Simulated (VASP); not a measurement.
Here is a VASP 6.6.1 calculation.

File INCAR:

```
SYSTEM = WSe2
PREC = Accurate ; ENCUT = 520
EDIFF = 1E-6 ; ISMEAR = 0
SIGMA = 0.02 ; LREAL = .False.
LASPH = .True. ; NELM = 100
ALGO = Normal ; ISIF = 2
LWAVE = .False. ; LCHARG = .False.
LDIPOL = .True. ; IDIPOL = 3
DIPOL = 0.5 0.5 0.500 ; GGA = PE
IVDW = 12 ; NBANDS = 20
```

The input KPOINTS:

```
Automatic mesh
0
Gamma
  9 9 1
  0 0 0
```

Contents of POSCAR:

```
WSe2
1.0
    3.3290000000      0.0000000000      0.0000000000
   -1.6645000000      2.8829985692      0.0000000000
    0.0000000000      0.0000000000     32.7373831004
Se W
2 1
Direct
    0.3333333333      0.6666666667      0.4512178480
    0.3333333333      0.6666666667      0.5487821520
    0.6666666667      0.3333333333      0.5000000000
```

Potentials or basis: VASP PAW PBE potentials, release 64 (Se, W_sv).

Launch:

```console
$ cat potpaw_PBE.64/Se/POTCAR potpaw_PBE.64/W_sv/POTCAR > POTCAR
$ mpirun -np 1 vasp_std > vasp.out
```

**Question.** Predict the band gap on the k mesh.

**Answer.** 1.33 eV (least direct gap 1.35 eV).

**Question.** What does it give for the largest force?

**Answer.** 1.412 eV/Å.

Forces on the atoms (eV/Å):
```
Se   0.000  0.000 -1.412
Se   0.000  0.000  1.412
W    0.000  0.000  0.000
```

Caveat: spin-orbit coupling is left out, which moves the levels of the heavy elements.
